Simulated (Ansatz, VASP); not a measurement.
## InP in VASP and in Ansatz

```
In P
1.0
     0.00000    2.85500    2.85500
     2.85500    0.00000    2.85500
     2.85500    2.85500    0.00000
In P
1 1
Direct
  0.00000 0.00000 0.00000
  0.54378 0.54378 0.45622
```

Change from the starting cell: all P atoms moved -0.250 Å, as atom 2 towards its neighbour atom 1 (In) at 2.855 Å.

Alike in both runs: task single point; functional PBEsol; k mesh 14 × 14 × 14; occupations gaussian, width 0.15 eV; no spin polarisation.

|  | VASP | Ansatz |
| --- | --- | --- |
| version | VASP 6.6.1 | Ansatz 0.2.0 |
| potentials or method | VASP PAW PBE potentials, release 64 (In_d, P), cutoff 520 eV | scalar-relativistic, plane waves, PAW |
| valence electrons in the cell | 18 | 18 |

```csv
,VASP,Ansatz,Ansatz less VASP
gap on the k mesh at the Fermi level (eV),none,none,-
pressure (GPa),-6.9,-6.9,-0.01
"traceless stress, the component that is largest in VASP (GPa)",3.47,3.49,+0.022
rms of the force components (eV/Å),0.213,0.212,-0.0004
```

VASP's potentials were made for PBE, not for PBEsol. Atom by atom the forces differ by 0.000 eV/Å (rms over components). A gap of «none» marks a metal or a gap that the smearing closes.
